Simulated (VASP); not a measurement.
Write the native input for VASP 6.6.1 that does the following.

```yaml
Task: single point
Functional: LDA
Potentials_or_basis: VASP PAW LDA potentials, release 64 (Cu, O)
Cutoff: 520 eV
k_mesh: 10 × 10 × 5
Occupations: fermi-dirac, width 0.05 eV
Spin: no spin polarisation
Dipole_correction: no
Further_INCAR_settings: ALGO = Normal; EDIFF = 1e-06; NBANDS = 25
```

The structure of CuO lies in POSCAR:

```
CuO
1.0
    2.3726673498     -1.7338196878      0.0000000000
    2.3726673498      1.7338196878      0.0000000000
   -0.8612132810      0.0000000000      5.1244279405
Cu O
2 2
Direct
    0.5000000000      0.0000000000      0.5000000000
    0.0000000000      0.5000000000      0.0000000000
    0.4184000000      0.5816000000      0.7500000000
    0.5816000000      0.4184000000      0.2500000000
```

One way to write it, as run:

INCAR

```
PREC     = Accurate       # precision mode
ENCUT    = 520            # plane-wave cutoff, eV
EDIFF    = 1E-6           # SCF threshold, eV
ISMEAR   = -1             # smearing method
SIGMA    = 0.05           # smearing width, eV
LREAL    = False          # projectors in reciprocal space
LASPH    = True           # aspherical terms in the spheres
NELM     = 60             # most SCF steps
ALGO     = Normal         # electronic algorithm
ISIF     = 2              # what is computed and relaxed
LWAVE    = False          # write WAVECAR
LCHARG   = True           # write CHGCAR
GGA      = CA             # functional
LELF     = True           # ELF
LVHAR    = True         
NBANDS   = 25             # bands
```

KPOINTS

```
Automatic mesh
0
Gamma
  10 10 5
```

Potentials or basis: VASP PAW LDA potentials, release 64 (Cu, O).

The run is started by

```console
$ cat potpaw_LDA.64/Cu/POTCAR potpaw_LDA.64/O/POTCAR > POTCAR
$ mpirun -np 1 vasp_std > vasp.out
```

It gave:

```json
{"Pressure": "-14.6 GPa", "Largest force": "0.537 eV/Å", "Band gap on the k mesh": "zero (bands 17 and 18 overlap by 0.61 eV)"}
```

Caveat: the cell stands under tension; semilocal functionals often make such compounds metallic where correlation or magnetic order opens a gap, which also shifts bond lengths.

Wall time 110 s on 1 thread of Intel(R) Xeon(R) Platinum 8259CL CPU @ 2.50GHz (Skylake/Cascade Lake), on a shared host, peak memory 0.23 GiB.
